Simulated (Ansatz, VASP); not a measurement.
**Two plane-wave programs on Si2B**

The input POSCAR:

```
Si2B
1.0
    4.3428848873      0.0000000000      0.0000000000
    0.0000000000      4.3428848873      0.0000000000
    0.0000000000      0.0000000000      4.3428848873
Si B
4 2
Direct
    0.2500000000      0.2500000000      0.2500000000
    0.2500000000      0.7500000000      0.7500000000
    0.7500000000      0.7500000000      0.2500000000
    0.7500000000      0.2500000000      0.7500000000
    0.0000000000      0.0000000000      0.0000000000
    0.5000000000      0.5000000000      0.5000000000
```

INCAR.step1

```
SYSTEM = Si2B
PREC = Accurate ; ENCUT = 600
ISMEAR = 0 ; SIGMA = 0.1
LREAL = .FALSE. ; LASPH = .TRUE.
NELM = 60 ; GGA = PE
ALGO = Normal ; EDIFF = 1E-4
LWAVE = .TRUE. ; LCHARG = .FALSE.
```

File INCAR.step2:

```
SYSTEM = Si2B
PREC = Accurate ; ENCUT = 600
EDIFF = 1E-7 ; ISMEAR = 0
SIGMA = 0.1 ; LREAL = .FALSE.
LASPH = .TRUE. ; NELM = 60
ALGO = Normal ; ISIF = 3
LWAVE = .FALSE. ; LCHARG = .FALSE.
METAGGA = R2SCAN ; LMIXTAU = .TRUE.
IBRION = 2 ; NSW = 90
EDIFFG = -0.04 ; ISTART = 1
```

File KPOINTS:

```
regular mesh
0
G
  4 4 4
  0 0 0
```

Input for Ansatz:

```yaml
crystal:
  lattice:
    - [4.3428848873, 0.0, 0.0]
    - [0.0, 4.3428848873, 0.0]
    - [0.0, 0.0, 4.3428848873]
  atoms:
    - { symbol: Si, position: [0.25, 0.25, 0.25] }
    - { symbol: Si, position: [0.25, 0.75, 0.75] }
    - { symbol: Si, position: [0.75, 0.75, 0.25] }
    - { symbol: Si, position: [0.75, 0.25, 0.75] }
    - { symbol: B, position: [0.0, 0.0, 0.0] }
    - { symbol: B, position: [0.5, 0.5, 0.5] }
basis:
  ecutwfc: 500
kpoints:
  mp_grid: { grid: [4, 4, 4] }
hamiltonian:
  xc: r2scan
scf:
  occupations: { method: gaussian, width: 0.1 }
  lower_state_search: "off"
output:
  forces: true
  stress: true
  eigenvalues: true
relax:
  adjacent_minimum: "off"
  f_tol: 0.04
  max_steps: 70
  cell: { stress_tol: 0.4 }
```

Alike in both runs: task relaxation of cell and atoms; functional r2SCAN; k mesh 4 × 4 × 4; occupations gaussian, width 0.1 eV; no spin polarisation.

|  | VASP | Ansatz |
| --- | --- | --- |
| version | VASP 6.6.1 | Ansatz 0.2.0 |
| potentials or method | VASP PAW PBE potentials, release 64 (Si, B), cutoff 600 eV | scalar-relativistic, plane waves, PAW |
| valence electrons in the cell | 22 | 22 |

```csv
,VASP,Ansatz,Ansatz less VASP
"gap on the k mesh at the Fermi level, each at its own relaxed structure (eV)",none,none,-
relaxed volume (Å³/atom),15.58,15.59,+0.012
relaxed length of the cell vector where the two differ most in proportion (Å),4.538,4.540,+0.0012
```

VASP's potentials were made for PBE, not for r2SCAN. A gap of «none» marks a metal or a gap that the smearing closes.

The k mesh is coarse, so the values compare programs but aren't converged.
